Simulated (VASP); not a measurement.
Runs of VASP 6.6.1 on AlNi. The structure is that of space group Pm-3m (No. 221), or close to it. The cells are those of the table. 

| task | cell | k mesh | cutoff (eV) | gap on the mesh (eV) | pressure (GPa) | relaxed volume (Å³/atom) |
| --- | --- | --- | --- | --- | --- | --- |
| single point | a = 2.881 Å, 2 atoms | 6 × 6 × 6 | 520 | none | -7.8 | - |
| single point | a = 2.833 Å, 2 atoms | 14 × 14 × 14 | 520 | none | (a) | - |
| relaxation of cell and atoms | relaxed from a = 2.832 Å, 2 atoms | 14 × 14 × 14 | 600 | none | 0.0 | 11.38 |
| relaxation of cell and atoms | relaxed from a = 2.881 Å, 2 atoms | 8 × 8 × 8 | 600 | none | -0.1 | (b) |
| single point | a = 2.832 Å, 2 atoms | 8 × 8 × 8 | 520 | none | 0.9 | - |

Alike in all rows: level LDA; potentials or basis VASP PAW LDA potentials, release 64 (Al, Ni); no spin polarisation; smearing gaussian 0.1 eV.

Q: Estimate the missing entries.

A: (a) 0.3; (b) 11.39.

Caveats: some runs use coarse meshes.

A gap of «none» marks levels without a gap at the run's occupations.
